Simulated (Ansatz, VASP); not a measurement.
One calculation of ZnO, two programs

INCAR

```
SYSTEM = ZnO
ALGO = Normal ; EDIFF = 1E-7
ENCUT = 520 ; GGA = PE
ISIF = 2 ; ISMEAR = 0
LASPH = .True. ; LCHARG = .False.
LREAL = .False. ; LWAVE = .False.
NBANDS = 46 ; NELM = 60
PREC = Accurate ; SIGMA = 0.1
```

The input KPOINTS:

```
k-points
0
Gamma
  6 6 2
  0 0 0
```

POSCAR

```
ZnO
1.0
    2.8629880900      0.0000000000      0.0000000000
   -1.4314940500      2.4794204200      0.0000000000
    0.0000000000      0.0000000000      9.3741897800
Zn O
4 4
Direct
    0.6666666700      0.3333333300      0.8440196800
    0.3333333300      0.6666666700      0.3440196800
    0.0000000000      0.0000000000      0.5940721300
    0.0000000000      0.0000000000      0.0940721300
    0.6666666700      0.3333333300      0.6559803200
    0.3333333300      0.6666666700      0.1559803200
    0.0000000000      0.0000000000      0.4059278700
    0.0000000000      0.0000000000      0.9059278700
```

Input for Ansatz:

```yaml
crystal:
  lattice:
    - [2.86298809, 0.0, 0.0]
    - [-1.43149405, 2.47942042, 0.0]
    - [0.0, 0.0, 9.37418978]
  atoms:
    - { symbol: Zn, position: [0.66666667, 0.33333333, 0.84401968] }
    - { symbol: Zn, position: [0.33333333, 0.66666667, 0.34401968] }
    - { symbol: Zn, position: [0.0, 0.0, 0.59407213] }
    - { symbol: Zn, position: [0.0, 0.0, 0.09407213] }
    - { symbol: O, position: [0.66666667, 0.33333333, 0.65598032] }
    - { symbol: O, position: [0.33333333, 0.66666667, 0.15598032] }
    - { symbol: O, position: [0.0, 0.0, 0.40592787] }
    - { symbol: O, position: [0.0, 0.0, 0.90592787] }
basis:
  ecutwfc: 420
kpoints:
  mp_grid: { grid: [6, 6, 2] }
hamiltonian:
  xc: pbe
scf:
  occupations: { method: gaussian, width: 0.1 }
  lower_state_search: "off"
output:
  forces: true
  stress: true
  eigenvalues: true
```

Alike in both runs: task single point; functional PBE; k mesh 6 × 6 × 2; occupations gaussian, width 0.1 eV; no spin polarisation.

|  | VASP | Ansatz |
| --- | --- | --- |
| version | VASP 6.6.1 | Ansatz 0.2.0 |
| potentials or method | VASP PAW PBE potentials, release 64 (Zn, O), cutoff 520 eV | scalar-relativistic, plane waves, PAW |
| valence electrons in the cell | 72 | 72 |

```csv
,VASP,Ansatz,Ansatz less VASP
gap on the k mesh at the Fermi level (eV),1.20,1.17,-0.023
least direct gap on the mesh (eV),1.20,1.17,-0.023
rms of the force components (eV/Å),0.163,0.159,-0.0041
```

Atom by atom the forces differ by 0.004 eV/Å (rms over components).

The k mesh is coarse, so the values compare programs but aren't converged.
